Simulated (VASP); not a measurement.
Wanted: the native input for a VASP 6.6.1 run.

- Task: relaxation of the atoms
- Functional: r2SCAN
- Potentials or basis: VASP PAW PBE potentials, release 64 (C)
- Cutoff: 520 eV
- k mesh: 9 × 9 × 6
- Occupations: gaussian, width 0.02 eV
- Spin: no spin polarisation
- Dipole correction: no
- Further INCAR settings: ALGO = Normal; EDIFF = 1e-07; IBRION = 2; EDIFFG = -0.002; NSW = 60

Crystal: C.

```
C
1.0
     2.50387    0.00000    0.00000
    -1.25194    2.16842    0.00000
     0.00000    0.00000    4.12717
C
4
Direct
  0.33333 0.66667 0.99998
  0.66667 0.33333 0.49998
  0.33333 0.66667 0.37402
  0.66667 0.33333 0.87402
```

This cell differs from its parent crystal: strained cell.

These files were run (other wordings do the same):

POSCAR

```
C
1.0
    2.5038701137      0.0000000000      0.0000000000
   -1.2519350569      2.1684151262      0.0000000000
    0.0000000000      0.0000000000      4.1271665148
C
4
Direct
    0.3333333333      0.6666666667     -0.0000210137
    0.6666666667      0.3333333333      0.4999789863
    0.3333333333      0.6666666667      0.3740210137
    0.6666666667      0.3333333333      0.8740210137
```

INCAR.step1

```
SYSTEM = C
PREC = Accurate
ENCUT = 520
ISMEAR = 0
SIGMA = 0.02
LREAL = .FALSE.
LASPH = .TRUE.
NELM = 60
GGA = PE
ALGO = Normal
EDIFF = 1E-4
LWAVE = .TRUE.
LCHARG = .FALSE.
```

INCAR.step2

```
SYSTEM = C
PREC = Accurate
ENCUT = 520
EDIFF = 1E-7
ISMEAR = 0
SIGMA = 0.02
LREAL = .FALSE.
LASPH = .TRUE.
NELM = 60
ALGO = Normal
ISIF = 2
LWAVE = .FALSE.
LCHARG = .FALSE.
METAGGA = R2SCAN
LMIXTAU = .TRUE.
IBRION = 2
NSW = 60
EDIFFG = -0.002
ISTART = 1
```

KPOINTS

```
regular mesh
0
G
  9 9 6
  0 0 0
```

Potentials or basis: VASP PAW PBE potentials, release 64 (C).

The run is started by

```sh
$ cat potpaw_PBE.64/C/POTCAR > POTCAR
$ cp INCAR.step1 INCAR
$ mpirun -np 1 vasp_std > vasp.out
$ cp INCAR.step2 INCAR
$ mpirun -np 1 vasp_std > vasp.out
```

Results of the run:

The energy gained by relaxing is 0.0 meV/atom. The ionic steps are 3 and the pressure after relaxing is 5.6 GPa. The band gap on the k mesh is 3.53 eV, indirect (least direct gap 5.07 eV).

Caveat: the cell differs from its parent crystal (strained cell); the PAW data sets were made with another functional, which shifts forces and pressure a little.

Wall time 55 s on 1 thread of Intel(R) Xeon(R) 6975P-C (Granite Rapids) (shared host), peak memory 0.13 GiB.
